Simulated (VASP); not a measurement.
# Ir (Fm-3m) in VASP: further runs

The runs below take Ir through single point, with HSE06, PBE0.

Everything below comes from runs of VASP 6.6.1. Logs are shortened: lines on timing, memory, paths and dates and some standing lists are left out, and cuts for length are marked.

### Step 1. The cell of the first run

It takes space group Fm-3m (No. 225, cubic). The conventional cell has a = 3.753 Å, b = 3.753 Å, c = 3.753 Å, α = 90.00°, β = 90.00°, γ = 90.00°. Within 3.5 Å of Ir (site symmetry m-3m) lie 12 Ir at 2.65 Å.

### Step 2. Single point, HSE06

Contents of POSCAR:

```
Ir
1.0
    0.0000000000      1.8764951499      1.8764951499
    1.8764951499      0.0000000000      1.8764951499
    1.8764951499      1.8764951499      0.0000000000
Ir
1
Direct
    0.0000000000      0.0000000000      0.0000000000
```

Contents of INCAR.step1:

```
SYSTEM = Ir
PREC = Accurate
ENCUT = 420
EDIFF = 1E-5
ISMEAR = -1
SIGMA = 0.05
LREAL = .FALSE.
LASPH = .TRUE.
NELM = 120
ALGO = Normal
ISIF = 2
LWAVE = .TRUE.
NBANDS = 14
GGA = PE
GGA_COMPAT = .FALSE.
```

Contents of INCAR.step2:

```
SYSTEM = Ir
PREC = Accurate
ENCUT = 420
EDIFF = 1E-6
ISMEAR = -1
SIGMA = 0.05
LREAL = .FALSE.
LASPH = .TRUE.
NELM = 120
ALGO = Normal
ISIF = 2
LWAVE = .FALSE.
LCHARG = .TRUE.
GGA = PE
LHFCALC = .TRUE.
HFSCREEN = 0.2079
PRECFOCK = Normal
LELF = .TRUE.
LVHAR = .TRUE.
NBANDS = 14
ISTART = 1
GGA_COMPAT = .FALSE.
```

Contents of KPOINTS:

```
regular mesh
0
G
  8 8 8
  0 0 0
```

Potentials or basis: VASP PAW PBE potentials, release 64 (Ir_sv_GW).

Run with:

```bash
cat potpaw_PBE.64/Ir_sv_GW/POTCAR > POTCAR
cp INCAR.step1 INCAR
mpirun -np 1 vasp_std > vasp.out
cp INCAR.step2 INCAR
mpirun -np 1 vasp_std > vasp.out
```

OUTCAR:

```text
SYSTEM = Ir
   PREC = Accurate
   ENCUT = 420
   EDIFF = 1E-6
   ISMEAR = -1
   LREAL = .FALSE.
   LASPH = .TRUE.
   NELM = 120
   ISIF = 2
   GGA = PE
   LHFCALC = .TRUE.
   HFSCREEN = 0.2079
   PRECFOCK = Normal
   ISTART = 1

 ion  position               nearest neighbor table
   1  0.000  0.000  0.000-

  LATTYP: Found a face centered cubic cell.
 ALAT       =     3.7529902998

  Lattice vectors:

 A1 = (   0.0000000000,   1.8764951499,   1.8764951499)
 A2 = (   1.8764951499,   0.0000000000,   1.8764951499)
 A3 = (   1.8764951499,   1.8764951499,   0.0000000000)

Analysis of symmetry for initial positions (statically):
=====================================================================
 Subroutine PRICEL returns:
 Original cell was already a primitive cell.

 Routine SETGRP: Setting up the symmetry group for a
 face centered cubic supercell.

 Subroutine GETGRP returns: Found 48 space group operations
 (whereof 48 operations were pure point group operations)
 out of a pool of 48 trial point group operations.

The static configuration has the point symmetry O_h .

Analysis of symmetry for dynamics (positions and initial velocities):
=====================================================================
 Subroutine PRICEL returns:
 Original cell was already a primitive cell.

 Routine SETGRP: Setting up the symmetry group for a
 face centered cubic supercell.

 Subroutine GETGRP returns: Found 48 space group operations
 (whereof 48 operations were pure point group operations)
 out of a pool of 48 trial point group operations.

The dynamic configuration has the point symmetry O_h .

 Subroutine INISYM returns: Found 48 space group operations
 (whereof 48 operations are pure point group operations),
 and found     1 'primitive' translations

----------------------------------------------------------------------------------------

                                     Primitive cell

  volume of cell :      13.2152

  direct lattice vectors                    reciprocal lattice vectors
     0.000000000  1.876495150  1.876495150    -0.266454193  0.266454193  0.266454193
     1.876495150  0.000000000  1.876495150     0.266454193 -0.266454193  0.266454193
     1.876495150  1.876495150  0.000000000     0.266454193  0.266454193 -0.266454193

[... 88 lines left out ...]
   ISYM   =      3    0-nonsym 1-usesym 2-fastsym
   POTIM  = 0.5000    time-step for ionic-motion
   TEBEG  =    0.0;   TEEND  =   0.0 temperature during run
   PSTRESS=    0.0 pullay stress
   NELECT =      17.0000    total number of electrons
   NUPDOWN=      -1.0000    fix difference up-down
   EMIN   =  10.00;   EMAX   =-10.00  energy-range for DOS
   EFERMI =   0.00;   METHOD = LEGACY
   ISMEAR =    -1;   SIGMA  =   0.05  broadening in eV -4-tet -1-fermi 0-gaus
   EFERMI_NEDOS =   21; number of points for ismear=-14 and -15
   IALGO  =     38    algorithm
   IMIX   =      1    mixing-type and parameters
     AMIX     =   0.40;   BMIX     =  1.00
     AMIX_MAG =   1.60;   BMIX_MAG =  1.00
  volume/ion in A,a.u.               =      13.22        89.18
  Fermi-wavevector in a.u.,A,eV,Ry     =   1.780466  3.364593 43.131275  3.170059
  Thomas-Fermi vector in A             =   2.845252
   LORBIT       =      0    0 simple, 1 ext, 2 COOP (PROOUT), +10 PAW based schemes
   GGA     = PE    functional components
   LHFCALC =     T    Hartree Fock is set to
   PRECFOCK=normal    Normal, Fast or Accurate (Low or Medium for compatibility)
   ENCUT4O =  -1.0   cutoff for four orbital integrals eV
   NKREDX  =     1    reduce k-point grid by
   NKREDY  =     1    reduce k-point grid by
   NKREDZ  =     1    reduce k-point grid by
   AEXX    =    0.2500 exact exchange contribution
   HFSCREEN=    0.2079 screening length (either q_TF or 0.3 A-1)
   HFSCREENC=   0.2079 screening length for correlation (either q_TF or 0.3 A-1)
   ENCUTFOCK=  -1.0 apply spherical cutoff to Coloumb kernel
   IVDW    =     0    specifies the selected vdW correction
   LEPSILON=     F    determine dielectric tensor
   LRPA    =     F    only Hartree local field effects (RPA)
 non-spin polarized calculation
  energy-cutoff  :      420.00
  volume of cell :       13.22
 maximum number of plane-waves:       273
 NGX is ok and might be reduce to    18
  NGX = 14; NGY = 14; NGZ = 14

 number of electron      17.0000000 magnetization

 Free energy of the ion-electron system (eV)
  ---------------------------------------------------
  ext. energy  EPLUGINS =         0.00000000
  ---------------------------------------------------
  free energy    TOTEN  =        -9.55866813 eV

  energy without entropy =       -9.55068190  energy(sigma->0) =       -9.55467502

 E-fermi :  14.0215     XC(G=0): -12.1398

 val. band max:       13.9452451141   @ k =  -0.3750   0.1250   0.0000
 cond. band min:      14.0804418746   @ k =   0.3750   0.1250   0.0000
 fundamental gap:      0.1351967605
 Fermi energy:        14.0214829255

 k-point     1 :       0.0000    0.0000    0.0000
  band No.  band energies     occupation
      1     -83.6575      2.00000
      2     -38.6056      2.00000
      3     -38.6056      2.00000
      4     -38.6056      2.00000
      5       0.9200      2.00000
      6       8.9489      2.00000
      7       8.9489      2.00000
      8       8.9489      2.00000
      9      11.9401      2.00000
     10      11.9401      2.00000
     11      28.2398      0.00000
     12      34.4336      0.00000
     13      34.4336      0.00000
     14      34.4336      0.00000
[... 377 lines left out ...]
      1     -83.5297      2.00000
      2     -39.6337      2.00000
      3     -39.0893      2.00000
      4     -38.8781      2.00000
      5       5.7988      2.00000
      6       7.1407      2.00000
      7       9.4436      2.00000
      8      10.3898      2.00000
      9      14.7534      0.00000
     10      20.0971      0.00000
     11      22.2233      0.00000
     12      30.8364      0.00000
     13      31.8343      0.00000
     14      35.0535      0.00000

 [... further k-points ...]
[... 5 lines left out ...]
  --------------------------------------------------------------------------------------
  -------------------------------------------------------------------------------------
  Total        2.1276945      2.1276945      2.1276945      0.0000000     -0.0000000      0.0000000
  in kB      257.9571153    257.9571153    257.9571153      0.0000000     -0.0000000      0.0000000
  external PRESSURE =     257.9571153 kB  Pullay stress =       0.0000000 kB

 VOLUME and BASIS-vectors are now :
 -----------------------------------------------------------------------------
  energy-cutoff  :      420.00
  volume of cell :       13.22
      direct lattice vectors                 reciprocal lattice vectors
     0.000000000  1.876495150  1.876495150    -0.266454193  0.266454193  0.266454193
     1.876495150  0.000000000  1.876495150     0.266454193 -0.266454193  0.266454193
     1.876495150  1.876495150  0.000000000     0.266454193  0.266454193 -0.266454193

 POSITION                                       TOTAL-FORCE (eV/Angst)
 -----------------------------------------------------------------------------------
      0.00000      0.00000      0.00000        -0.000000      0.000000      0.000000
 -----------------------------------------------------------------------------------
    total drift:                                0.000000      0.000000      0.000000

  FREE ENERGIE OF THE ION-ELECTRON SYSTEM (eV)
  ---------------------------------------------------
  free  energy   TOTEN  =        -9.5586681333 eV

  energy  without entropy=       -9.5506818984  energy(sigma->0) =       -9.55467502
```

OUTCAR.step1:

```text
SYSTEM = Ir
   PREC = Accurate
   ENCUT = 420
   EDIFF = 1E-5
   ISMEAR = -1
   LREAL = .FALSE.
[... 626 lines left out ...]
 -----------------------------------------------------------------------------------
      0.00000      0.00000      0.00000         0.000000      0.000000      0.000000
 -----------------------------------------------------------------------------------
    total drift:                                0.000000      0.000000      0.000000

  FREE ENERGIE OF THE ION-ELECTRON SYSTEM (eV)
  ---------------------------------------------------
  free  energy   TOTEN  =        -9.1774094937 eV

  energy  without entropy=       -9.1645751390  energy(sigma->0) =       -9.17099232
```

OSZICAR.step1:

```text
N       E                     dE             d eps       ncg     rms          rms(c)
DAV:   1     0.854153883442E+02    0.85415E+02   -0.10216E+04   866   0.108E+03
DAV:   2    -0.912562280885E+01   -0.94541E+02   -0.91016E+02  1034   0.341E+02
DAV:   3    -0.101658952517E+02   -0.10403E+01   -0.10376E+01   878   0.334E+01
DAV:   4    -0.101669886216E+02   -0.10934E-02   -0.10933E-02   968   0.127E+00
DAV:   5    -0.101669902720E+02   -0.16503E-05   -0.16522E-05   778   0.443E-02    0.797E+01
DAV:   6    -0.928272999553E+01    0.88426E+00   -0.11004E+00   830   0.114E+01    0.426E+01
DAV:   7    -0.919346440931E+01    0.89266E-01   -0.39457E-01   902   0.641E+00    0.632E+00
DAV:   8    -0.917751778324E+01    0.15947E-01   -0.56751E-02   812   0.296E+00    0.382E-01
DAV:   9    -0.917746272767E+01    0.55056E-04   -0.51393E-04   890   0.253E-01    0.151E-01
DAV:  10    -0.917741065142E+01    0.52076E-04   -0.76316E-05   866   0.124E-01    0.273E-02
DAV:  11    -0.917740949375E+01    0.11577E-05   -0.37773E-06   412   0.246E-02
   1 F= -.91774095E+01 E0= -.91709923E+01  d E =-.128344E-01
```

Wall time 49 min (1 thread of Intel Xeon Platinum 8259CL at 2.50GHz (Skylake/Cascade Lake), shared host); peak memory 0.23 GiB.

What came out:

```yaml
Free_energy: -9.5587 eV
Pressure: 25.8 GPa
Band_gap_on_the_k_mesh: zero (an odd number of electrons rules out a gap without spin polarisation)
```

Caveat: the k points lie up to 0.36 Å⁻¹ apart, too coarse for converged energies and pressures of a metal; the PAW data sets were made with another functional, which shifts forces and pressure a little; spin-orbit coupling is left out, which moves the levels of the heavy elements.

### Step 3. Single point, PBE0

This run uses another cell than the first one, of 13.78 Å³/atom.

Contents of POSCAR:

```
Ir
1.0
    0.0000000000      1.9027432368      1.9027432368
    1.9027432368      0.0000000000      1.9027432368
    1.9027432368      1.9027432368      0.0000000000
Ir
1
Direct
    0.0000000000      0.0000000000      0.0000000000
```

Contents of INCAR.step1:

```
ALGO = Normal
EDIFF = 1E-5
ENCUT = 420
GGA = PE
GGA_COMPAT = F
ISIF = 2
ISMEAR = -1
LASPH = T
LCHARG = F
LREAL = F
LWAVE = T
NBANDS = 14
NELM = 120
PREC = Accurate
SIGMA = 0.05
```

Contents of INCAR.step2:

```
AEXX = 0.25
ALGO = Normal
EDIFF = 1E-6
ENCUT = 420
GGA = PE
GGA_COMPAT = F
ISIF = 2
ISMEAR = -1
ISTART = 1
LASPH = T
LCHARG = F
LHFCALC = T
LREAL = F
LWAVE = F
NBANDS = 14
NELM = 120
PREC = Accurate
PRECFOCK = Normal
SIGMA = 0.05
```

Contents of KPOINTS:

```
k-points
0
Gamma
  8 8 8
```

Potentials or basis: VASP PAW PBE potentials, release 64 (Ir_sv_GW).

Run with:

```bash
cat potpaw_PBE.64/Ir_sv_GW/POTCAR > POTCAR
cp INCAR.step1 INCAR
mpirun -np 1 vasp_std > vasp.out
cp INCAR.step2 INCAR
mpirun -np 1 vasp_std > vasp.out
```

Run time: 54 min. Hardware: 1 thread of AMD EPYC 7R43 (Zen 3), shared host; peak memory 0.1 GiB.

Results (log left out):

```yaml
Free_energy: -9.9311 eV
Pressure: 6.1 GPa
Band_gap_on_the_k_mesh: zero (an odd number of electrons rules out a gap without spin polarisation)
```

Levels at points of the mesh, in eV from the Fermi level:
| k point | band 5 | band 6 | band 7 | band 8 | band 9 | band 10 | band 11 | band 12 |
| --- | --- | --- | --- | --- | --- | --- | --- | --- |
| (0.00, 0.00, 0.00) | -13.19 | -5.33 | -5.33 | -5.33 | -2.55 | -2.55 | 14.59 | 20.56 |
| (0.50, 0.00, 0.00) | -10.04 | -5.62 | -5.62 | -1.50 | 1.21 | 1.21 | 8.87 | 14.28 |
| (0.50, 0.50, 0.00) | -10.06 | -9.30 | 0.56 | 1.79 | 2.10 | 2.10 | 12.36 | 12.75 |

Caveat: the cell stands under pressure; the PAW data sets were made with another functional, which shifts forces and pressure a little; spin-orbit coupling is left out, which moves the levels of the heavy elements.

The gap in the log of VASP goes by the Fermi energy; the results here count the filled bands.